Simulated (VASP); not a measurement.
Cu, 2 atoms in the cell. Symmetry: Cmcm, No. 63, orthorhombic system. The conventional cell has a = 2.686 Å, b = 4.389 Å, c = 4.113 Å, α = 90.00°, β = 90.00°, γ = 90.00°. Within 3.3 Å of Cu (site symmetry m2m) lie 12 Cu at 2.52 to 2.69 Å.  This cell differs from its parent crystal: strain +0.0600 x Voigt [1, 0, 0, 0, 0, 0].

| Property | Result |
| --- | --- |
| Program | VASP 6.6.1 |
| Task | single point |
| Functional | PBE |
| Potentials or basis | VASP PAW PBE potentials, release 64 (Cu) |
| Cutoff | 520 eV |
| k mesh | 24 × 24 × 12 |
| Occupations | gaussian, width 0.15 eV |
| Spin | no spin polarisation |
| Dipole correction | no |
| Further INCAR settings | ALGO = Fast; EDIFF = 1e-06; NBANDS = 18 |

Potentials or basis: VASP PAW PBE potentials, release 64 (Cu).

Launch:

```bash
$ cat potpaw_PBE.64/Cu/POTCAR > POTCAR
$ mpirun -np 1 vasp_std > vasp.out
```

Hardware: 1 thread of Intel(R) Xeon(R) Platinum 8488C (Sapphire Rapids) (shared host).

Question: Estimate the wall time of this run.

Answer: It took 4.6 min on 1 thread of Intel(R) Xeon(R) Platinum 8488C (Sapphire Rapids) (shared host), peak memory 0.47 GiB. Counts: scf iterations 14, k points 1099.
